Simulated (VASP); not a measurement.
Au: single point with PBEsol

The system is Au.

```
Au
1.0
     2.78813    0.00000    0.00000
    -1.39407    2.41459    0.00000
     0.00000    0.00000    4.62325
Au
2
Direct
  0.66667 0.33333 0.25000
  0.33333 0.66667 0.75000
```

```json
{
  "Program": "VASP 6.6.1",
  "Task": "single point",
  "Functional": "PBEsol",
  "Potentials or basis": "VASP PAW PBE potentials, release 64 (Au)",
  "Cutoff": "520 eV",
  "k mesh": "11 × 11 × 6",
  "Occupations": "fermi-dirac, width 0.05 eV",
  "Spin": "no spin polarisation",
  "Dipole correction": "no",
  "Further INCAR settings": "ALGO = Normal; EDIFF = 1e-07; NBANDS = 18"
}
```

```json
{
  "Pressure": "19.7 GPa",
  "Band gap on the k mesh": "zero (band 11 reaches 14.84 eV, above the bottom of band 12 at 8.04 eV)"
}
```

Levels at points of the mesh, in eV from the Fermi level:
```
           k point  band 7  band 8  band 9  band 10  band 11  band 12  band 13  band 14  band 15  band 16
(0.00, 0.00, 0.00)   -4.66   -3.94   -3.94    -2.26    -2.26    -1.55     3.34    14.41    15.93    16.88
(0.00, 0.00, 0.50)   -5.11   -5.11   -2.80    -2.80    -2.80    -2.80    11.53    11.53    14.81    14.81
```

Run time: 20 s on 1 thread of AMD EPYC 9R45 96-Core Processor (Zen 5), with other jobs on the host, peak memory 0.14 GiB.

Caveat: the PAW data sets were made with another functional, which shifts forces and pressure a little; spin-orbit coupling is left out, which moves the levels of the heavy elements.
